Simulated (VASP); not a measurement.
Write the native input for VASP 6.6.1 that does the following.

- Task: single point
- Functional: PBEsol-based global hybrid
- Potentials or basis: VASP PAW PBE potentials, release 64 (Ti_sv)
- Cutoff: 520 eV
- k mesh: 6 × 6 × 6
- Occupations: fermi-dirac, width 0.05 eV
- Spin: no spin polarisation
- Dipole correction: no
- Grid for exact exchange (PRECFOCK): Normal
- Share of exact exchange: 0.25
- Further INCAR settings: ALGO = Normal; EDIFF = 1e-06; NBANDS = 12

Crystal: Ti.

```
Ti
1.0
    -1.61575    1.61575    1.61575
     1.61575   -1.61575    1.61575
     1.61575    1.61575   -1.61575
Ti
1
Direct
  0.00000 0.00000 0.00000
```

These files were run (other wordings do the same):

POSCAR

```
Ti
1.0
   -1.6157453984      1.6157453984      1.6157453984
    1.6157453984     -1.6157453984      1.6157453984
    1.6157453984      1.6157453984     -1.6157453984
Ti
1
Direct
    0.0000000000      0.0000000000      0.0000000000
```

INCAR.step1

```
SYSTEM = Ti
PREC = Accurate
ENCUT = 520
EDIFF = 1E-5
ISMEAR = -1
SIGMA = 0.05
LREAL = .FALSE.
LASPH = .TRUE.
NELM = 100
ALGO = Normal
ISIF = 2
LWAVE = .TRUE.
LCHARG = .FALSE.
NBANDS = 12
GGA = PE
```

INCAR.step2

```
SYSTEM = Ti
PREC = Accurate
ENCUT = 520
EDIFF = 1E-6
ISMEAR = -1
SIGMA = 0.05
LREAL = .FALSE.
LASPH = .TRUE.
NELM = 100
ALGO = Normal
ISIF = 2
LWAVE = .FALSE.
LCHARG = .FALSE.
GGA = PS
LHFCALC = .TRUE.
AEXX = 0.25
PRECFOCK = Normal
NBANDS = 12
ISTART = 1
```

KPOINTS

```
regular mesh
0
G
  6 6 6
  0 0 0
```

Potentials or basis: VASP PAW PBE potentials, release 64 (Ti_sv).

The run is started by

```sh
$ cat potpaw_PBE.64/Ti_sv/POTCAR > POTCAR
$ cp INCAR.step1 INCAR
$ mpirun -np 1 vasp_std > vasp.out
$ cp INCAR.step2 INCAR
$ mpirun -np 1 vasp_std > vasp.out
```

Results of the run:

```json
{"Pressure": "-2.2 GPa", "Band gap on the k mesh": "zero (band 6 reaches 10.36 eV, above the bottom of band 7 at 7.08 eV)"}
```

Caveat: the k points lie up to 0.46 Å⁻¹ apart; the PAW data sets were made with another functional, which shifts forces and pressure a little.

It took 9.3 min on 1 thread of Intel Xeon 6975P-C, on a shared host, peak memory 0.15 GiB.
